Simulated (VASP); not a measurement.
**CuI: single point with PBEsol**

The system is CuI.

```
CELL_PARAMETERS angstrom
5.17183 0.00000 0.00000
0.03068 5.17174 0.00000
0.00000 0.00000 4.23166
ATOMIC_POSITIONS crystal
Cu 0.41827 0.58173 0.75000
Cu 0.58173 0.41827 0.25000
I 0.77423 0.22577 0.75000
I 0.22577 0.77423 0.25000
```

| Item | Value |
| --- | --- |
| Program | VASP 6.6.1 |
| Task | single point |
| Functional | PBEsol |
| Potentials or basis | VASP PAW PBE potentials, release 64 (Cu, I) |
| Cutoff | 520 eV |
| k mesh | 3 × 3 × 4 |
| Occupations | gaussian, width 0.01 eV |
| Spin | no spin polarisation |
| Dipole correction | no |
| Further INCAR settings | ALGO = Normal; EDIFF = 1e-06; NBANDS = 26 |

- Pressure: 0.2 GPa
- Largest force: 0.034 eV/Å
- Band gap on the k mesh: 0.89 eV

Forces on the atoms (eV/Å):
```
Cu  -0.017  0.017  0.000
Cu   0.017 -0.017  0.000
I    0.024 -0.024  0.000
I   -0.024  0.024  0.000
```

Stress tensor (GPa, compression positive):
```
-0.16 -0.09  0.00
-0.09 -0.16  0.00
 0.00  0.00  1.03
```

Levels at points of the mesh, in eV from the valence-band top:
| k point | band 16 | band 17 | band 18 | band 19 | band 20 | band 21 |
| --- | --- | --- | --- | --- | --- | --- |
| (0.00, 0.00, 0.00) | -1.63 | -1.05 | 0.00 | 0.89 | 1.42 | 2.38 |
| (0.00, 0.00, 0.50) | -2.01 | -1.75 | -1.75 | 3.67 | 3.67 | 3.69 |

It took 46 s on 1 thread of Intel(R) Xeon(R) Platinum 8375C CPU @ 2.90GHz (Ice Lake), with other jobs on the host, peak memory 0.23 GiB.

Caveat: the PAW data sets were made with another functional, which shifts forces and pressure a little; spin-orbit coupling is left out, which moves the levels of the heavy elements.
